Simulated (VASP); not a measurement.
Wanted: the native input for a VASP 6.6.1 run.

- Task: single point
- Functional: PBE
- Potentials or basis: VASP PAW PBE potentials, release 64 (Hg, Te)
- Cutoff: 520 eV
- k mesh: 14 × 14 × 14
- Occupations: gaussian, width 0.15 eV
- Spin: no spin polarisation
- Dipole correction: no
- Further INCAR settings: ALGO = Normal; EDIFF = 1e-06; NBANDS = 16

The structure of HgTe lies in POSCAR:

```
HgTe
1.0
    0.0000000000      3.1267950000      3.1267950000
    3.1267950000      0.0000000000      3.1267950000
    3.1267950000      3.1267950000      0.0000000000
Hg Te
1 1
Direct
    0.0000000000      0.0000000000      0.0000000000
    0.7500000000      0.7500000000      0.7500000000
```

This cell differs from its parent crystal: strain -0.030 along x and y, -0.030 along z.

One way to write it, as run:

INCAR

```
SYSTEM = HgTe
PREC = Accurate
ENCUT = 520
EDIFF = 1E-6
ISMEAR = 0
SIGMA = 0.15
LREAL = .False.
LASPH = .True.
NELM = 60
ALGO = Normal
ISIF = 2
LWAVE = .False.
LCHARG = .False.
GGA = PE
NBANDS = 16
```

KPOINTS

```
Automatic mesh
0
Gamma
  14 14 14
  0 0 0
```

Potentials or basis: VASP PAW PBE potentials, release 64 (Hg, Te).

The run is started by

```bash
$ cat potpaw_PBE.64/Hg/POTCAR potpaw_PBE.64/Te/POTCAR > POTCAR
$ mpirun -np 1 vasp_std > vasp.out
```

Results of the run:

| Item | Value |
| --- | --- |
| Pressure | 10.3 GPa |
| Band gap on the k mesh | zero (filled and empty bands touch) |

Caveat: the cell differs from its parent crystal (strain -0.030 along x and y, -0.030 along z); the cell stands under pressure; semilocal functionals underestimate gaps, so a narrow gap can read as zero; spin-orbit coupling is left out, which moves the levels of the heavy elements.

It took 3.3 min on 1 thread of AMD EPYC 7571, with other jobs on the host, peak memory 0.24 GiB.
